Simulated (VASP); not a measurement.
# Cs2BaC (P4/mmm) in VASP: a series of runs

The runs below take Cs2BaC through single point, with PBE.

All numbers are computed with VASP 6.6.1; they aren't measurements. Logs are shortened: lines on timing, memory, paths and dates and some standing lists are left out, and cuts for length are marked.

### 1 The cell of the first run

It takes space group P4/mmm (No. 123, tetragonal). Conventional cell: a = 4.908 Å, b = 4.908 Å, c = 6.671 Å, α = 90.00°, β = 90.00°, γ = 90.00°. Cs (site symmetry 4/mmm) has 2 C at 3.34 Å and 4 Ba at 3.47 Å within 4.4 Å. Cs (site symmetry 4/mmm) has 2 Ba at 3.34 Å and 4 C at 3.47 Å within 4.4 Å. Within 4.4 Å of Ba (site symmetry 4/mmm) lie 6 Cs at 3.34 to 3.47 Å. Within 4.4 Å of C (site symmetry 4/mmm) lie 6 Cs at 3.34 to 3.47 Å.

The cell was generated, and may not be a known phase.

### 2 Single point, PBE

The input, INCAR:

```
  PREC = Accurate
  ENCUT = 520
  EDIFF = 1E-6
  ISMEAR = 0
  SIGMA = 0.1
  LREAL = F
  LASPH = T
  NELM = 80
  ALGO = Normal
  ISIF = 2
  LWAVE = F
  LCHARG = F
  GGA = PE
  NBANDS = 24
```

The input, KPOINTS:

```
regular mesh
0
Gamma
  4 4 4
```

The input, POSCAR:

```
Cs2BaC
1.0
    4.9080722700      0.0000000000      0.0000000000
    0.0000000000      4.9080722700      0.0000000000
    0.0000000000      0.0000000000      6.6710013500
Cs Ba C
2 1 1
Direct
    0.0000000000      0.0000000000      0.5000000000
    0.5000000000      0.5000000000      0.0000000000
    0.5000000000      0.5000000000      0.5000000000
    0.0000000000      0.0000000000      0.0000000000
```

Potentials or basis: VASP PAW PBE potentials, release 64 (Cs_sv, Ba_sv, C).

Launch:

```bash
> cat potpaw_PBE.64/Cs_sv/POTCAR potpaw_PBE.64/Ba_sv/POTCAR potpaw_PBE.64/C/POTCAR > POTCAR
> mpirun -np 1 vasp_std > vasp.out
```

OUTCAR:

```text
PREC = Accurate
   ENCUT = 520
   EDIFF = 1E-6
   ISMEAR = 0
   LREAL = F
   LASPH = T
   NELM = 80
   ISIF = 2
   GGA = PE

 ion  position               nearest neighbor table
   1  0.000  0.000  0.500-   3 3.47   3 3.47   3 3.47   3 3.47
   2  0.500  0.500  0.000-   3 3.34   3 3.34
   3  0.500  0.500  0.500-   2 3.34   2 3.34   1 3.47   1 3.47   1 3.47   1 3.47
   4  0.000  0.000  0.000-

  LATTYP: Found a simple tetragonal cell.
 ALAT       =     4.9080722700
 C/A-ratio  =     1.3591897150

  Lattice vectors:

 A1 = (   4.9080722700,   0.0000000000,   0.0000000000)
 A2 = (   0.0000000000,   4.9080722700,   0.0000000000)
 A3 = (   0.0000000000,   0.0000000000,   6.6710013500)

Analysis of symmetry for initial positions (statically):
=====================================================================
 Subroutine PRICEL returns:
 Original cell was already a primitive cell.

 Routine SETGRP: Setting up the symmetry group for a
 simple tetragonal supercell.

 Subroutine GETGRP returns: Found 16 space group operations
 (whereof 16 operations were pure point group operations)
 out of a pool of 16 trial point group operations.

The static configuration has the point symmetry D_4h.

Analysis of symmetry for dynamics (positions and initial velocities):
=====================================================================
 Subroutine PRICEL returns:
 Original cell was already a primitive cell.

 Routine SETGRP: Setting up the symmetry group for a
 simple tetragonal supercell.

 Subroutine GETGRP returns: Found 16 space group operations
 (whereof 16 operations were pure point group operations)
 out of a pool of 16 trial point group operations.

The dynamic configuration has the point symmetry D_4h.

 Subroutine INISYM returns: Found 16 space group operations
 (whereof 16 operations are pure point group operations),
 and found     1 'primitive' translations

----------------------------------------------------------------------------------------

                                     Primitive cell

  volume of cell :     160.6989

  direct lattice vectors                    reciprocal lattice vectors
     4.908072270  0.000000000  0.000000000     0.203745981  0.000000000  0.000000000
     0.000000000  4.908072270  0.000000000     0.000000000  0.203745981  0.000000000
     0.000000000  0.000000000  6.671001350     0.000000000  0.000000000  0.149902533

  length of vectors
     4.908072270  4.908072270  6.671001350     0.203745981  0.203745981  0.149902533

  position of ions in fractional coordinates (direct lattice)
     0.000000000  0.000000000  0.500000000
     0.500000000  0.500000000  0.000000000
     0.500000000  0.500000000  0.500000000
     0.000000000  0.000000000  0.000000000

  ion indices of the primitive-cell ions
   primitive index   ion index
                 1           1
                 2           2
                 3           3
                 4           4

----------------------------------------------------------------------------------------

 KPOINTS: regular mesh

Automatic generation of k-mesh.
 Grid dimensions read from file:
 generate k-points for:    4    4    4

 Generating k-lattice:

  Cartesian coordinates                     Fractional coordinates (reciprocal lattice)
     0.050936495  0.000000000  0.000000000     0.250000000  0.000000000  0.000000000
     0.000000000  0.050936495  0.000000000     0.000000000  0.250000000  0.000000000
     0.000000000  0.000000000  0.037475633     0.000000000  0.000000000  0.250000000

  Length of vectors
     0.050936495  0.050936495  0.037475633

  Shift w.r.t. Gamma in fractional coordinates (k-lattice)
     0.000000000  0.000000000  0.000000000

 Subroutine IBZKPT returns following result:
 ===========================================

 Found     18 irreducible k-points:

 Following reciprocal coordinates:
            Coordinates               Weight
  0.000000  0.000000  0.000000      1.000000
  0.250000  0.000000  0.000000      4.000000
  0.500000  0.000000  0.000000      2.000000
  0.250000  0.250000  0.000000      4.000000
  0.500000  0.250000  0.000000      4.000000
  0.500000  0.500000  0.000000      1.000000
[... 10 lines left out ...]
  0.500000  0.250000  0.500000      4.000000
  0.500000  0.500000  0.500000      1.000000
   k-points           NKPTS =     18   k-points in BZ     NKDIM =     18   number of bands    NBANDS=     24
   number of dos      NEDOS =    301   number of ions     NIONS =      4
   total plane-waves  NPLWV =  80000
   dimension x,y,z NGX =    40 NGY =   40 NGZ =   50
   dimension x,y,z NGXF=    80 NGYF=   80 NGZF=  100
   ions per type =               2   1   1
   NGX,Y,Z   is equivalent  to a cutoff of  13.55, 13.55, 12.46 a.u.
   NGXF,Y,Z  is equivalent  to a cutoff of  27.10, 27.10, 24.92 a.u.
 SYSTEM =  unknown system
   PREC   = accura    normal or accurate (medium, high low for compatibility)
   ISTART =      0    job   : 0-new  1-cont  2-samecut
[... 63 lines left out ...]
 k-point     1 :       0.0000    0.0000    0.0000
  band No.  band energies     occupation
      1     -27.2892      2.00000
      2     -20.6811      2.00000
      3     -20.1015      2.00000
      4     -12.8662      2.00000
      5     -12.6060      2.00000
      6     -12.6060      2.00000
[... 16 lines left out ...]
     23       5.7092      0.00000
     24       6.1753      0.00000

 k-point     2 :       0.2500    0.0000    0.0000
  band No.  band energies     occupation
      1     -27.2844      2.00000
      2     -20.6951      2.00000
      3     -20.0970      2.00000
      4     -12.8565      2.00000
      5     -12.5680      2.00000
      6     -12.5611      2.00000
[... 16 lines left out ...]
     23       5.2436      0.00000
     24       6.4141      0.00000

 k-point     3 :       0.5000    0.0000    0.0000
  band No.  band energies     occupation
      1     -27.2796      2.00000
      2     -20.7091      2.00000
      3     -20.0924      2.00000
      4     -12.8467      2.00000
      5     -12.5269      2.00000
      6     -12.5143      2.00000
[... 16 lines left out ...]
     23       5.3550      0.00000
     24       5.8562      0.00000

 k-point     4 :       0.2500    0.2500    0.0000
  band No.  band energies     occupation
      1     -27.2806      2.00000
      2     -20.6953      2.00000
      3     -20.0926      2.00000
      4     -12.8486      2.00000
      5     -12.6916      2.00000
      6     -12.5231      2.00000
[... 16 lines left out ...]
     23       5.4580      0.00000
     24       6.3436      0.00000

 k-point     5 :       0.5000    0.2500    0.0000
  band No.  band energies     occupation
      1     -27.2768      2.00000
      2     -20.6955      2.00000
      3     -20.0881      2.00000
      4     -12.8406      2.00000
      5     -12.6560      2.00000
      6     -12.6515      2.00000
[... 16 lines left out ...]
     23       5.0863      0.00000
     24       6.3238      0.00000

 k-point     6 :       0.5000    0.5000    0.0000
  band No.  band energies     occupation
      1     -27.2740      2.00000
      2     -20.6817      2.00000
      3     -20.0837      2.00000
      4     -12.8343      2.00000
      5     -12.7776      2.00000
      6     -12.7776      2.00000
[... 16 lines left out ...]
     23       6.0599      0.00000
     24       6.0599      0.00000
[... 217 lines left out ...]
 k-point    15 :       0.5000    0.0000    0.5000
  band No.  band energies     occupation
      1     -27.2778      2.00000
      2     -20.7088      2.00000
      3     -20.1230      2.00000
      4     -12.5804      2.00000
      5     -12.5237      2.00000
      6     -12.5115      2.00000
[... 16 lines left out ...]
     23       5.7071      0.00000
     24       5.8632      0.00000

 k-point    16 :       0.2500    0.2500    0.5000
  band No.  band energies     occupation
      1     -27.2788      2.00000
      2     -20.6949      2.00000
      3     -20.1232      2.00000
      4     -12.6886      2.00000
      5     -12.5821      2.00000
      6     -12.5202      2.00000
[... 16 lines left out ...]
     23       5.6502      0.00000
     24       5.6988      0.00000

 k-point    17 :       0.5000    0.2500    0.5000
  band No.  band energies     occupation
      1     -27.2750      2.00000
      2     -20.6952      2.00000
      3     -20.1186      2.00000
      4     -12.6527      2.00000
      5     -12.6485      2.00000
      6     -12.5753      2.00000
[... 16 lines left out ...]
     23       5.5043      0.00000
     24       6.1525      0.00000

 k-point    18 :       0.5000    0.5000    0.5000
  band No.  band energies     occupation
      1     -27.2722      2.00000
      2     -20.6814      2.00000
      3     -20.1142      2.00000
      4     -12.7743      2.00000
      5     -12.7743      2.00000
      6     -12.5701      2.00000
[... 16 lines left out ...]
     23       5.2845      0.00000
     24       6.1919      0.00000

------------------------ aborting loop because EDIFF is reached ----------------------------------------

  FORCE on cell =-STRESS in cart. coord.  units (eV):
  Direction    XX          YY          ZZ          XY          YZ          ZX
  --------------------------------------------------------------------------------------
  -------------------------------------------------------------------------------------
  Total        0.7310401      0.7310401      2.4160210      0.0000000      0.0000000     -0.0000000
  in kB        7.2885114      7.2885114     24.0878678      0.0000000      0.0000000     -0.0000000
  external PRESSURE =      12.8882969 kB  Pullay stress =       0.0000000 kB

 VOLUME and BASIS-vectors are now :
 -----------------------------------------------------------------------------
  energy-cutoff  :      520.00
  volume of cell :      160.70
      direct lattice vectors                 reciprocal lattice vectors
     4.908072270  0.000000000  0.000000000     0.203745981  0.000000000  0.000000000
     0.000000000  4.908072270  0.000000000     0.000000000  0.203745981  0.000000000
     0.000000000  0.000000000  6.671001350     0.000000000  0.000000000  0.149902533

 POSITION                                       TOTAL-FORCE (eV/Angst)
 -----------------------------------------------------------------------------------
      0.00000      0.00000      3.33550         0.000000      0.000000      0.000000
      2.45404      2.45404      0.00000         0.000000      0.000000      0.000000
      2.45404      2.45404      3.33550         0.000000      0.000000      0.000000
      0.00000      0.00000      0.00000         0.000000      0.000000      0.000000
 -----------------------------------------------------------------------------------
    total drift:                                0.000000     -0.000000     -0.000000

  FREE ENERGIE OF THE ION-ELECTRON SYSTEM (eV)
  ---------------------------------------------------
  free  energy   TOTEN  =        -5.1861002494 eV

  energy  without entropy=       -5.1494600967  energy(sigma->0) =       -5.16778017
```

Run time: 61 s. Hardware: 1 thread of Intel Xeon 6975P-C (Granite Rapids), shared host; peak memory 0.29 GiB.

What came out:

```
Free energy            : -5.1861 eV
Pressure               : 1.3 GPa
Band gap on the k mesh : zero (bands 16 and 17 overlap by 0.35 eV)
```

Stress tensor (GPa, compression positive):
```
0.73 0.00 0.00
0.00 0.73 0.00
0.00 0.00 2.41
```

Caveat: spin-orbit coupling is left out, which moves the levels of the heavy elements.

### 3 Single point, PBE, collinear spin

The input, INCAR:

```
SYSTEM = Cs2BaC
PREC     = Accurate       ! precision mode
ENCUT    = 520            ! plane-wave cutoff, eV
EDIFF    = 1E-7           ! SCF threshold, eV
ISMEAR   = 0              ! smearing method
SIGMA    = 0.1            ! smearing width, eV
LREAL    = .FALSE.        ! projectors in reciprocal space
LASPH    = .TRUE.         ! aspherical terms in the spheres
NELM     = 150            ! most SCF steps
ALGO     = Normal         ! electronic algorithm
ISIF     = 2              ! what is computed and relaxed
LWAVE    = .FALSE.        ! write WAVECAR
LCHARG   = .FALSE.        ! write CHGCAR
ISPIN    = 2              ! spin polarisation
MAGMOM   = 0 0 0 1        ! initial moments
LORBIT   = 11             ! projections on sites
GGA      = PE             ! functional
NBANDS   = 28             ! bands
```

The input, KPOINTS:

```
Automatic mesh
0
G
  4 4 4
  0 0 0
```

POSCAR is that of step 2.

Potentials or basis: VASP PAW PBE potentials, release 64 (Cs_sv, Ba_sv, C).

Launch:

```bash
> cat potpaw_PBE.64/Cs_sv/POTCAR potpaw_PBE.64/Ba_sv/POTCAR potpaw_PBE.64/C/POTCAR > POTCAR
> mpirun -np 1 vasp_std > vasp.out
```

Run time: 2.9 min. Hardware: 1 thread of Intel Xeon 6975P-C (Granite Rapids), shared host; peak memory 0.41 GiB.

It converged, with:

```
Free energy                                           : -5.7061 eV
Pressure                                              : 2.4 GPa
Net moment                                            : 0.81 μB per cell
Site moments                                          : Cs -0.05, -0.00; Ba -0.34; C +0.98 μB
Valence electrons inside the program's atomic spheres : Cs 6.60, 6.58; Ba 8.10; C 2.08
```

Stress tensor (GPa, compression positive):
```
1.47 0.00 0.00
0.00 1.47 0.00
0.00 0.00 4.24
```

Levels at points of the mesh, in eV from the Fermi level:
Spin up:
| k point | band 12 | band 13 | band 14 | band 15 | band 16 | band 17 | band 18 | band 19 | band 20 | band 21 |
| --- | --- | --- | --- | --- | --- | --- | --- | --- | --- | --- |
| (0.00, 0.00, 0.00) | -9.41 | -9.23 | -1.03 | -0.71 | -0.69 | -0.69 | -0.66 | 0.52 | 0.62 | 0.87 |
| (0.50, 0.00, 0.00) | -9.37 | -8.51 | -1.60 | -1.14 | -0.90 | 0.77 | 0.89 | 1.36 | 1.39 | 1.56 |
| (0.50, 0.50, 0.00) | -9.58 | -9.19 | -0.84 | -0.84 | -0.62 | -0.34 | -0.34 | 0.89 | 1.17 | 1.29 |
| (0.00, 0.00, 0.50) | -9.43 | -8.65 | -1.56 | -0.96 | -0.78 | -0.78 | -0.29 | 0.54 | 1.86 | 1.86 |
| (0.50, 0.00, 0.50) | -9.39 | -8.30 | -1.71 | -1.54 | -1.22 | 1.25 | 1.47 | 1.48 | 2.32 | 2.57 |
| (0.50, 0.50, 0.50) | -9.63 | -8.63 | -1.32 | -1.05 | -1.05 | 0.90 | 0.90 | 1.23 | 1.30 | 2.27 |
Spin down:
```tsv
k point	band 13	band 14	band 15	band 16	band 17	band 18
(0.00, 0.00, 0.00)	-6.72	-1.72	-1.39	0.19	0.24	0.24
(0.50, 0.00, 0.00)	-6.34	-0.51	-0.48	0.64	0.70	0.83
(0.50, 0.50, 0.00)	-6.64	-1.07	-1.07	0.45	0.80	0.90
(0.00, 0.00, 0.50)	-6.44	-1.66	-1.36	0.22	0.51	0.76
(0.50, 0.00, 0.50)	-6.13	-0.44	-0.36	0.51	0.66	0.72
(0.50, 0.50, 0.50)	-6.38	-0.51	-0.51	0.37	0.91	1.05
```

Caveat: spin-orbit coupling is left out, which moves the levels of the heavy elements.

### 4 Single point, PBE

The input, INCAR:

```
  PREC = Accurate
  ENCUT = 520
  EDIFF = 1E-6
  ISMEAR = 0
  SIGMA = 0.1
  LREAL = F
  LASPH = T
  NELM = 80
  ALGO = Fast
  ISIF = 2
  LWAVE = F
  LCHARG = F
  GGA = PE
  NBANDS = 24
```

The input, KPOINTS:

```
regular mesh
0
Gamma
  4 4 4
```

POSCAR is that of step 3.

Launch:

```bash
> cat potpaw_PBE.64/Cs_sv/POTCAR potpaw_PBE.64/Ba_sv/POTCAR potpaw_PBE.64/C/POTCAR > POTCAR
> mpirun -np 1 vasp_std > vasp.out
```

It took 76 s on 1 thread of Oxide Virtual Turin-like, shared host; peak memory 0.27 GiB.

Results (log left out):

| Quantity | Value |
| --- | --- |
| Free energy | -5.1861 eV |
| Pressure | 1.3 GPa |
| Band gap on the k mesh | zero (bands 16 and 17 overlap by 0.35 eV) |

Stress tensor (GPa, compression positive):
```
0.74 0.00 0.00
0.00 0.74 0.00
0.00 0.00 2.40
```

Levels at points of the mesh, in eV from the Fermi level:
```tsv
k point	band 12	band 13	band 14	band 15	band 16	band 17	band 18	band 19	band 20	band 21
(0.00, 0.00, 0.00)	-9.00	-8.03	-1.41	-1.01	0.29	0.32	0.45	0.45	0.55	0.63
(0.50, 0.00, 0.00)	-8.96	-7.52	-0.77	-0.32	-0.07	0.74	1.07	1.09	1.11	1.20
(0.50, 0.50, 0.00)	-9.18	-7.99	-0.62	-0.62	0.21	0.21	0.46	0.82	0.95	1.07
(0.00, 0.00, 0.50)	-9.03	-7.67	-1.36	-1.15	-0.11	0.25	0.25	0.34	1.65	1.65
(0.50, 0.00, 0.50)	-8.99	-7.32	-0.87	-0.73	-0.18	0.83	1.09	1.28	1.95	2.62
(0.50, 0.50, 0.50)	-9.22	-7.64	-0.42	-0.42	-0.36	1.02	1.02	1.03	1.09	2.12
```

Caveat: spin-orbit coupling is left out, which moves the levels of the heavy elements.

### 5 Single point, PBE, collinear spin

The input, INCAR:

```
SYSTEM = Cs2BaC
PREC     = Accurate       ! precision mode
ENCUT    = 520            ! plane-wave cutoff, eV
EDIFF    = 1E-7           ! SCF threshold, eV
ISMEAR   = 0              ! smearing method
SIGMA    = 0.1            ! smearing width, eV
LREAL    = .FALSE.        ! projectors in reciprocal space
LASPH    = .TRUE.         ! aspherical terms in the spheres
NELM     = 150            ! most SCF steps
ALGO     = Fast           ! electronic algorithm
ISIF     = 2              ! what is computed and relaxed
LWAVE    = .FALSE.        ! write WAVECAR
LCHARG   = .FALSE.        ! write CHGCAR
ISPIN    = 2              ! spin polarisation
MAGMOM   = 0 0 0 1        ! initial moments
LORBIT   = 11             ! projections on sites
GGA      = PE             ! functional
NBANDS   = 28             ! bands
```

The input, KPOINTS:

```
Automatic mesh
0
G
  4 4 4
  0 0 0
```

POSCAR is that of step 4.

Launch:

```bash
> cat potpaw_PBE.64/Cs_sv/POTCAR potpaw_PBE.64/Ba_sv/POTCAR potpaw_PBE.64/C/POTCAR > POTCAR
> mpirun -np 1 vasp_std > vasp.out
```

It took 5.8 min on 1 thread of Oxide Virtual Turin-like, shared host; peak memory 0.37 GiB.

Results (log left out):

```
Free energy                                           : -5.7061 eV
Pressure                                              : 2.4 GPa
Net moment                                            : 0.81 μB per cell
Site moments                                          : Cs -0.05, -0.00; Ba -0.34; C +0.98 μB
Valence electrons inside the program's atomic spheres : Cs 6.60, 6.58; Ba 8.11; C 2.08
```

Stress tensor (GPa, compression positive):
```
1.47 0.00 0.00
0.00 1.47 0.00
0.00 0.00 4.24
```

Levels at points of the mesh, in eV from the Fermi level:
Spin up:
| k point | band 14 | band 15 | band 16 | band 17 | band 18 | band 19 |
| --- | --- | --- | --- | --- | --- | --- |
| (0.00, 0.00, 0.00) | -1.03 | -0.71 | -0.69 | -0.69 | -0.66 | 0.52 |
| (0.50, 0.00, 0.00) | -1.60 | -1.14 | -0.90 | 0.77 | 0.89 | 1.36 |
| (0.50, 0.50, 0.00) | -0.84 | -0.84 | -0.62 | -0.34 | -0.34 | 0.89 |
| (0.00, 0.00, 0.50) | -1.56 | -0.96 | -0.78 | -0.78 | -0.29 | 0.54 |
| (0.50, 0.00, 0.50) | -1.71 | -1.54 | -1.22 | 1.25 | 1.47 | 1.48 |
| (0.50, 0.50, 0.50) | -1.32 | -1.05 | -1.05 | 0.90 | 0.90 | 1.23 |
Spin down:
```tsv
k point	band 11	band 12	band 13	band 14	band 15	band 16	band 17	band 18	band 19	band 20
(0.00, 0.00, 0.00)	-9.40	-9.40	-6.72	-1.72	-1.39	0.19	0.24	0.24	0.30	1.13
(0.50, 0.00, 0.00)	-9.70	-9.38	-6.34	-0.51	-0.48	0.64	0.70	0.83	0.92	1.08
(0.50, 0.50, 0.00)	-9.57	-9.57	-6.64	-1.07	-1.07	0.45	0.80	0.90	1.10	1.10
(0.00, 0.00, 0.50)	-9.43	-9.43	-6.44	-1.66	-1.36	0.22	0.51	0.76	0.76	1.90
(0.50, 0.00, 0.50)	-9.46	-9.40	-6.13	-0.44	-0.36	0.51	0.66	0.72	1.29	1.58
(0.50, 0.50, 0.50)	-9.62	-9.62	-6.38	-0.51	-0.51	0.37	0.91	1.05	1.63	1.63
```

Caveat: spin-orbit coupling is left out, which moves the levels of the heavy elements.
